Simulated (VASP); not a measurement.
Write the native input for VASP 6.6.1 that does the following.

```
Task                   : relaxation of shape and atoms at fixed volume
Functional             : PBE
Dispersion             : D4
Potentials or basis    : VASP PAW PBE potentials, release 64 (Sb, Mg)
Cutoff                 : 600 eV
k mesh                 : 6 × 6 × 4
Occupations            : gaussian, width 0.05 eV
Spin                   : no spin polarisation
Dipole correction      : no
Further INCAR settings : ALGO = Normal; EDIFF = 1e-07; IBRION = 2; EDIFFG = -0.01; NSW = 60; ISIF = 4
```

The structure of Mg3Sb2 lies in POSCAR:

```
Mg3Sb2
1.0
    4.5687585161      0.0000000000      0.0000000000
   -2.2843792581      3.9566609387      0.0000000000
    0.0000000000      0.0000000000      7.2080955498
Sb Mg
2 3
Direct
    0.3333333333      0.6666666667      0.2238061657
    0.6666666667      0.3333333333      0.7761938343
    0.0000000000      0.0000000000      0.0000000000
    0.3333333333      0.6666666667      0.6321504477
    0.6666666667      0.3333333333      0.3678495523
```

These files were run (other wordings do the same):

INCAR

```
SYSTEM = Mg3Sb2
PREC     = Accurate       ! precision mode
ENCUT    = 600            ! plane-wave cutoff, eV
EDIFF    = 1E-7           ! SCF threshold, eV
ISMEAR   = 0              ! smearing method
SIGMA    = 0.05           ! smearing width, eV
LREAL    = .FALSE.        ! projectors in reciprocal space
LASPH    = .TRUE.         ! aspherical terms in the spheres
NELM     = 120            ! most SCF steps
ALGO     = Normal         ! electronic algorithm
ISIF     = 4              ! what is computed and relaxed
LWAVE    = .FALSE.        ! write WAVECAR
LCHARG   = .FALSE.        ! write CHGCAR
GGA      = PE             ! functional
IVDW     = 13             ! dispersion correction
IBRION   = 2              ! ionic algorithm
NSW      = 60             ! ionic steps
EDIFFG   = -0.01          ! ionic threshold
GGA_COMPAT= .FALSE.      
NELMIN   = 4
```

KPOINTS

```
Automatic mesh
0
G
  6 6 4
  0 0 0
```

Potentials or basis: VASP PAW PBE potentials, release 64 (Sb, Mg).

Run with:

```bash
$ cat potpaw_PBE.64/Sb/POTCAR potpaw_PBE.64/Mg/POTCAR > POTCAR
$ mpirun -np 1 vasp_std > vasp.out
```

Results of the run:

* Energy gained by relaxing: 0.0 meV/atom
* Ionic steps: 3
* Pressure after relaxing: -0.9 GPa
* Largest force after relaxing: 0.009 eV/Å
* Band gap on the k mesh: 0.22 eV (least direct gap 1.10 eV)
* Dispersion energy per atom: -0.286 eV

Caveat: spin-orbit coupling is left out, which moves the levels of the heavy elements.

Run time: 60 s on 1 thread of Intel(R) Xeon(R) Platinum 8124M CPU @ 3.00GHz (Skylake/Cascade Lake), on a shared host, peak memory 0.29 GiB.
